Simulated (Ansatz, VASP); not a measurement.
**One calculation of Si3Sn, two programs**

```
Si Sn
1.0
     3.28645    0.00000    0.00000
     0.00000    3.28645    0.00000
     0.00000    0.00000    6.78753
Si Sn
3 1
Cartesian
  1.6432 1.6432 2.1406
  0.0000 0.0000 3.3938
  1.6432 1.6432 4.6469
  0.0000 0.0000 0.0000
```

Alike in both runs: functional PBE; k mesh 16 × 16 × 6; occupations gaussian, width 0.1 eV; no spin polarisation.

Ansatz relaxed the structure, and its values are those at the end. VASP's run is a single point on that final structure, the one shown.

```csv
,VASP,Ansatz
version,VASP 6.6.1,Ansatz 0.2.0
potentials or method,"VASP PAW PBE potentials, release 64 (Si, Sn_d), cutoff 520 eV","scalar-relativistic, plane waves, PAW"
valence electrons in the cell,26,26
```

|  | VASP | Ansatz | Ansatz less VASP |
| --- | --- | --- | --- |
| gap on the k mesh at the Fermi level (eV) | none | none | - |
| pressure (GPa) | 0.0 | 0.0 | +0.05 |

A gap of «none» marks a metal or a gap that the smearing closes.
